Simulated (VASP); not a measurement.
# Ga3Sb (I4/mmm) in VASP: notebook

Runs on Ga3Sb. Level: PBEsol+D3(BJ). Tasks: relaxation of shape and atoms at fixed volume.

All numbers are computed with VASP 6.6.1; they aren't measurements. Logs are shortened: lines on timing, memory, paths and dates and some standing lists are left out, and cuts for length are marked.

### Step 1. The cell of the first run

It takes space group I4/mmm (No. 139, tetragonal). The conventional cell has a = 4.056 Å, b = 4.056 Å, c = 8.672 Å, α = 90.00°, β = 90.00°, γ = 90.00°. Within 3.8 Å of Ga (site symmetry -4m2) lie 8 Ga at 2.87 to 2.97 Å and 4 Sb at 2.97 Å. Within 3.8 Å of Ga (site symmetry 4/mmm) lie 4 Sb at 2.87 Å and 8 Ga at 2.97 Å. Within 3.8 Å of Sb (site symmetry 4/mmm) lie 12 Ga at 2.87 to 2.97 Å.

### Step 2. Relaxation of shape and atoms at fixed volume, PBEsol+D3(BJ) (17.84 Å³/atom)

Contents of INCAR:

```
SYSTEM = Ga3Sb
PREC = Accurate
ENCUT = 600
EDIFF = 1E-6
ISMEAR = 0
SIGMA = 0.1
LREAL = .False.
LASPH = .True.
NELM = 100
ALGO = Fast
ISIF = 4
LWAVE = .False.
LCHARG = .False.
GGA = PS
IVDW = 12
IBRION = 2
NSW = 50
EDIFFG = -0.01
```

Contents of KPOINTS:

```
Automatic mesh
0
Gamma
  14 14 14
  0 0 0
```

Contents of POSCAR:

```
Ga3Sb
1.0
   -2.0280808584      2.0280808584      4.3361662222
    2.0280808584     -2.0280808584      4.3361662222
    2.0280808584      2.0280808584     -4.3361662222
Ga Sb
3 1
Direct
    0.7500000000      0.2500000000      0.5000000000
    0.2500000000      0.7500000000      0.5000000000
    0.5000000000      0.5000000000      0.0000000000
    0.0000000000      0.0000000000      0.0000000000
```

Potentials or basis: VASP PAW PBE potentials, release 64 (Ga_d, Sb).

The run is started by

```console
cat potpaw_PBE.64/Ga_d/POTCAR potpaw_PBE.64/Sb/POTCAR > POTCAR
mpirun -np 1 vasp_std > vasp.out
```

OUTCAR:

```text
SYSTEM = Ga3Sb
   PREC = Accurate
   ENCUT = 600
   EDIFF = 1E-6
   ISMEAR = 0
   LREAL = .False.
   LASPH = .True.
   NELM = 100
   ISIF = 4
   GGA = PS
   IVDW = 12
   IBRION = 2
   NSW = 50
   EDIFFG = -0.01
 IVDW          = 12

 ion  position               nearest neighbor table
   1  0.750  0.250  0.500-   2 2.87   2 2.87   2 2.87   2 2.87   4 2.97   4 2.97   4 2.97   4 2.97

   2  0.250  0.750  0.500-   1 2.87   1 2.87   1 2.87   1 2.87   4 2.97   4 2.97   4 2.97   4 2.97

   3  0.500  0.500  0.000-   4 2.87   4 2.87   4 2.87   4 2.87
   4  0.000  0.000  0.000-   3 2.87   3 2.87   3 2.87   3 2.87   2 2.97   1 2.97   2 2.97   2 2.97
                             1 2.97   1 2.97   2 2.97   1 2.97

  LATTYP: Found a body centered tetragonal cell.
 ALAT       =     4.0561617168
 C/A-ratio  =     2.1380637780

  Lattice vectors:

 A1 = (  -2.0280808584,   2.0280808584,   4.3361662222)
 A2 = (   2.0280808584,  -2.0280808584,   4.3361662222)
 A3 = (   2.0280808584,   2.0280808584,  -4.3361662222)

Analysis of symmetry for initial positions (statically):
=====================================================================
 Subroutine PRICEL returns:
 Original cell was already a primitive cell.

 Routine SETGRP: Setting up the symmetry group for a
 body centered tetragonal supercell.

 Subroutine GETGRP returns: Found 16 space group operations
 (whereof 16 operations were pure point group operations)
 out of a pool of 16 trial point group operations.

The static configuration has the point symmetry D_4h.

Analysis of symmetry for dynamics (positions and initial velocities):
=====================================================================
 Subroutine PRICEL returns:
 Original cell was already a primitive cell.

 Routine SETGRP: Setting up the symmetry group for a
 body centered tetragonal supercell.

 Subroutine GETGRP returns: Found 16 space group operations
 (whereof 16 operations were pure point group operations)
 out of a pool of 16 trial point group operations.

The dynamic configuration has the point symmetry D_4h.

 Subroutine INISYM returns: Found 16 space group operations
 (whereof 16 operations are pure point group operations),
 and found     1 'primitive' translations

----------------------------------------------------------------------------------------

                                     Primitive cell

  volume of cell :      71.3405

  direct lattice vectors                    reciprocal lattice vectors
    -2.028080858  2.028080858  4.336166222     0.000000000  0.246538494  0.115309233
     2.028080858 -2.028080858  4.336166222     0.246538494  0.000000000  0.115309233
     2.028080858  2.028080858 -4.336166222     0.246538494  0.246538494  0.000000000

  length of vectors
     5.198900022  5.198900022  5.198900022     0.272171725  0.272171725  0.348658081

  position of ions in fractional coordinates (direct lattice)
     0.750000000  0.250000000  0.500000000
     0.250000000  0.750000000  0.500000000
     0.500000000  0.500000000  0.000000000
     0.000000000  0.000000000  0.000000000

  ion indices of the primitive-cell ions
   primitive index   ion index
                 1           1
                 2           2
                 3           3
                 4           4

----------------------------------------------------------------------------------------

 KPOINTS: Automatic mesh

Automatic generation of k-mesh.
 Grid dimensions read from file:
 generate k-points for:   14   14   14

 Generating k-lattice:

  Cartesian coordinates                     Fractional coordinates (reciprocal lattice)
     0.000000000  0.017609892  0.008236374     0.071428571  0.000000000  0.000000000
     0.017609892  0.000000000  0.008236374     0.000000000  0.071428571  0.000000000
     0.017609892  0.017609892  0.000000000     0.000000000  0.000000000  0.071428571

  Length of vectors
     0.019440838  0.019440838  0.024904149

  Shift w.r.t. Gamma in fractional coordinates (k-lattice)
     0.000000000  0.000000000  0.000000000

 Subroutine IBZKPT returns following result:
 ===========================================

 Found    244 irreducible k-points:

 Following reciprocal coordinates:
            Coordinates               Weight
  0.000000  0.000000  0.000000      1.000000
  0.071429 -0.000000  0.000000      8.000000
  0.142857  0.000000 -0.000000      8.000000
  0.214286  0.000000  0.000000      8.000000
  0.285714 -0.000000  0.000000      8.000000
  0.357143  0.000000  0.000000      8.000000
[... 16 lines left out ...]
  0.214286  0.142857  0.000000     16.000000
  0.285714  0.142857 -0.000000     16.000000
 [... further k-points ...]
   k-points           NKPTS =    244   k-points in BZ     NKDIM =    244   number of bands    NBANDS=     26
   number of dos      NEDOS =    301   number of ions     NIONS =      4
   total plane-waves  NPLWV =  74088
   dimension x,y,z NGX =    42 NGY =   42 NGZ =   42
   dimension x,y,z NGXF=    84 NGYF=   84 NGZF=   84
   ions per type =               3   1
   NGX,Y,Z   is equivalent  to a cutoff of  13.43, 13.43, 13.43 a.u.
   NGXF,Y,Z  is equivalent  to a cutoff of  26.86, 26.86, 26.86 a.u.
 SYSTEM =  Ga3Sb
   PREC   = accura    normal or accurate (medium, high low for compatibility)
   ISTART =      0    job   : 0-new  1-cont  2-samecut
   ICHARG =      2    charge: 1-file 2-atom 10-const
   ISPIN  =      1    spin polarized calculation?
   LNONCOLLINEAR =      F non collinear calculations
   LSORBIT =      F    spin-orbit coupling
   LASPH  =      T    aspherical Exc in radial PAW
   ENCUT  =  600.0 eV  44.10 Ry    6.64 a.u.  10.38 10.38 10.38*2*pi/ulx,y,z
   NELM   =    100;   NELMIN=  2; NELMDL= -5     # of ELM steps
   EDIFF  = 0.1E-05   stopping-criterion for ELM
   LREAL  =      F    real-space projection
   EDIFFG = -.1E-01   stopping-criterion for IOM
   NSW    =     50    number of steps for IOM
   IBRION =      2    ionic relax: 0-MD 1-quasi-New 2-CG
   NFREE  =      1    steps in history (QN), initial steepest desc. (CG)
   ISIF   =      4    stress and relaxation
   ISYM   =      2    0-nonsym 1-usesym 2-fastsym
   POTIM  = 0.5000    time-step for ionic-motion
   TEBEG  =    0.0;   TEEND  =   0.0 temperature during run
   PSTRESS=    0.0 pullay stress
   NELECT =      44.0000    total number of electrons
   NUPDOWN=      -1.0000    fix difference up-down
   EMIN   =  10.00;   EMAX   =-10.00  energy-range for DOS
   EFERMI =   0.00;   METHOD = LEGACY
   ISMEAR =     0;   SIGMA  =   0.10  broadening in eV -4-tet -1-fermi 0-gaus
   EFERMI_NEDOS =   21; number of points for ismear=-14 and -15
   IALGO  =     68    algorithm
   IMIX   =      4    mixing-type and parameters
     AMIX     =   0.40;   BMIX     =  1.00
     AMIX_MAG =   1.60;   BMIX_MAG =  1.00
  volume/ion in A,a.u.               =      17.84       120.36
  Fermi-wavevector in a.u.,A,eV,Ry     =   1.393521  2.633373 26.421171  1.941901
  Thomas-Fermi vector in A             =   2.517159
   LORBIT       =      0    0 simple, 1 ext, 2 COOP (PROOUT), +10 PAW based schemes
   GGA     = PS    functional components
   LHFCALC =     F    Hartree Fock is set to
   AEXX    =    0.0000 exact exchange contribution
   IVDW    =    12    specifies the selected vdW correction
   LEPSILON=     F    determine dielectric tensor
   LRPA    =     F    only Hartree local field effects (RPA)
 conjugate gradient relaxation of ions
 non-spin polarized calculation
 RMM-DIIS sequential band-by-band and
 Gauss-broadening in eV      SIGMA  =   0.10
  energy-cutoff  :      600.00
  volume of cell :       71.34
 maximum number of plane-waves:      2425
 NGX is ok and might be reduce to    42
   NGX = 21   NGY = 21   NGZ = 21

--------------------------------------- Ionic step        1  -------------------------------------------

 number of electron      43.9999997 magnetization

 Free energy of the ion-electron system (eV)
  ---------------------------------------------------
  ext. energy  EPLUGINS =         0.00000000
  ---------------------------------------------------
  free energy    TOTEN  =       -13.95652236 eV

  energy without entropy =      -13.94947579  energy(sigma->0) =      -13.95299908

------------------------ aborting loop because EDIFF is reached ----------------------------------------

 Edisp (eV)   -1.65123

 E8    (eV) :    -1.1417

  FORCE on cell =-STRESS in cart. coord.  units (eV):
  Direction    XX          YY          ZZ          XY          YZ          ZX
  --------------------------------------------------------------------------------------
  -------------------------------------------------------------------------------------
  Total       3.48695     3.48695     3.41739     0.00000    -0.00000     0.00000
  in kB      78.31057    78.31057    76.74831     0.00000    -0.00000     0.00000
  external pressure =       77.79 kB  Pullay stress =        0.00 kB

 VOLUME and BASIS-vectors are now :
 -----------------------------------------------------------------------------
  energy-cutoff  :      600.00
  volume of cell :       71.34
      direct lattice vectors                 reciprocal lattice vectors
    -2.028080858  2.028080858  4.336166222     0.000000000  0.246538494  0.115309233
     2.028080858 -2.028080858  4.336166222     0.246538494  0.000000000  0.115309233
     2.028080858  2.028080858 -4.336166222     0.246538494  0.246538494  0.000000000

 POSITION                                       TOTAL-FORCE (eV/Angst)
 -----------------------------------------------------------------------------------
      0.00000      2.02808      2.16808         0.000000      0.000000     -0.000000
      2.02808      0.00000      2.16808         0.000000     -0.000000     -0.000000
      0.00000      0.00000      4.33617        -0.000000     -0.000000      0.000000
      0.00000      0.00000      0.00000        -0.000000     -0.000000      0.000000
 -----------------------------------------------------------------------------------
    total drift:                               -0.000000      0.000000      0.000000

  FREE ENERGIE OF THE ION-ELECTRON SYSTEM (eV)
  ---------------------------------------------------
  free  energy   TOTEN  =       -15.6077503039 eV

  energy  without entropy=      -15.6007037378  energy(sigma->0) =      -15.60422702

--------------------------------------- Ionic step        2  -------------------------------------------

 number of electron      43.9999998 magnetization

 Free energy of the ion-electron system (eV)
  ---------------------------------------------------
  ext. energy  EPLUGINS =         0.00000000
  ---------------------------------------------------
  free energy    TOTEN  =       -13.95655692 eV

  energy without entropy =      -13.94954356  energy(sigma->0) =      -13.95305024

 E-fermi :   8.2400     XC(G=0): -11.6550

 val. band max:        8.2394133616   @ k =  -0.1429  -0.3571   0.0714
 cond. band min:       8.2414331999   @ k =   0.4286   0.2143   0.0000
 fundamental gap:      0.0020198383
 Fermi energy:         8.2399955243

 k-point     1 :       0.0000    0.0000    0.0000
  band No.  band energies     occupation
      1      -6.9406      2.00000
      2      -6.9065      2.00000
      3      -6.8554      2.00000
      4      -6.7920      2.00000
      5      -6.7920      2.00000
      6      -6.7883      2.00000
[... 18 lines left out ...]
     25       8.8063      0.00000
     26       8.8730      0.00000

 k-point     2 :       0.0714   -0.0000    0.0000
  band No.  band energies     occupation
      1      -6.9360      2.00000
      2      -6.9043      2.00000
      3      -6.8513      2.00000
      4      -6.8066      2.00000
      5      -6.8049      2.00000
      6      -6.7790      2.00000
[... 18 lines left out ...]
     25       9.2008      0.00000
[... 608 lines left out ...]
     25      10.4681      0.00000
     26      12.1242      0.00000

 k-point    24 :       0.2857    0.1429   -0.0000
  band No.  band energies     occupation
      1      -6.9079      2.00000
      2      -6.8681      2.00000
      3      -6.8478      2.00000
      4      -6.8163      2.00000
      5      -6.7924      2.00000
      6      -6.7703      2.00000
[... 18 lines left out ...]
     25      11.6451      0.00000
     26      12.2928      0.00000

 [... further k-points ...]

------------------------ aborting loop because EDIFF is reached ----------------------------------------

 Edisp (eV)   -1.65123

 E8    (eV) :    -1.1417

  FORCE on cell =-STRESS in cart. coord.  units (eV):
  Direction    XX          YY          ZZ          XY          YZ          ZX
  --------------------------------------------------------------------------------------
  -------------------------------------------------------------------------------------
  Total       3.48013     3.48013     3.42147     0.00000     0.00000     0.00000
  in kB      78.15731    78.15731    76.83999     0.00000     0.00000     0.00000
  external pressure =       77.72 kB  Pullay stress =        0.00 kB

 VOLUME and BASIS-vectors are now :
 -----------------------------------------------------------------------------
  energy-cutoff  :      600.00
  volume of cell :       71.34
      direct lattice vectors                 reciprocal lattice vectors
    -2.028648188  2.028648188  4.333741267     0.000000000  0.246469547  0.115373754
     2.028648188 -2.028648188  4.333741267     0.246469547  0.000000000  0.115373754
     2.028648188  2.028648188 -4.333741267     0.246469547  0.246469547  0.000000000

 POSITION                                       TOTAL-FORCE (eV/Angst)
 -----------------------------------------------------------------------------------
      0.00000      2.02865      2.16687         0.000000     -0.000000     -0.000000
      2.02865      0.00000      2.16687        -0.000000      0.000000     -0.000000
      2.02865      2.02865      0.00000        -0.000000     -0.000000      0.000000
      4.05730      0.00000      0.00000        -0.000000     -0.000000      0.000000
 -----------------------------------------------------------------------------------
    total drift:                               -0.000000     -0.000000      0.000000

  FREE ENERGIE OF THE ION-ELECTRON SYSTEM (eV)
  ---------------------------------------------------
  free  energy   TOTEN  =       -15.6077856481 eV

  energy  without entropy=      -15.6007722928  energy(sigma->0) =      -15.60427897

 reached required accuracy - stopping structural energy minimisation
```

It took 31 min on 1 thread of Oxide Virtual Turin-like, shared host; peak memory 0.6 GiB.

What came out:

- Free energy: -15.6078 eV
- Energy gained by relaxing: 0.0 meV/atom
- Ionic steps: 2
- Pressure after relaxing: 7.8 GPa
- Band gap on the k mesh: zero (bands 22 and 23 overlap by 5.60 eV)
- Dispersion energy per atom: -0.413 eV

Final structure:
```
CELL_PARAMETERS angstrom
-2.02865 2.02865 4.33374
2.02865 -2.02865 4.33374
2.02865 2.02865 -4.33374
ATOMIC_POSITIONS crystal
Ga 0.75000 0.25000 0.50000
Ga 0.25000 0.75000 0.50000
Ga 0.50000 0.50000 0.00000
Sb 0.00000 0.00000 0.00000
```

Caveat: the PAW data sets were made with another functional, which shifts forces and pressure a little; spin-orbit coupling is left out, which moves the levels of the heavy elements.

(Continued in part 2 of 2.)
